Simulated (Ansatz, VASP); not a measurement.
Cd3Te5: VASP beside Ansatz

```
Cd Te
1.0
     6.24307    0.00000    0.00000
     0.00000    6.24307    0.00000
     0.00000    0.00000    6.24307
Cd Te
3 5
Direct
  0.50000 0.00000 0.00000
  0.00000 0.50000 0.00000
  0.00000 0.00000 0.50000
  0.00000 0.50000 0.50000
  0.50000 0.00000 0.50000
  0.50000 0.50000 0.00000
  0.00000 0.00000 0.00000
  0.50000 0.50000 0.50000
```

Alike in both runs: task relaxation of cell and atoms; functional PBE; k mesh 6 × 6 × 6; occupations gaussian, width 0.1 eV; no spin polarisation.

|  | VASP | Ansatz |
| --- | --- | --- |
| version | VASP 6.6.1 | Ansatz 0.2.0 |
| potentials or method | VASP PAW PBE potentials, release 64 (Cd, Te), cutoff 600 eV | scalar-relativistic, plane waves, PAW |
| valence electrons in the cell | 66 | 140 |

|  | VASP | Ansatz | Ansatz less VASP |
| --- | --- | --- | --- |
| gap on the k mesh at the Fermi level, each at its own relaxed structure (eV) | none | none | - |
| relaxed volume (Å³/atom) | 29.84 | 29.82 | -0.016 |
| relaxed cell length with the largest relative difference (Å) | 6.203 | 6.202 | -0.0011 |

A gap of «none» marks a metal or a gap that the smearing closes. VASP's potentials hold 66 valence electrons a cell and Ansatz's 140, so a difference there can come from the potentials and not from the codes.

Spin-orbit coupling is off throughout.
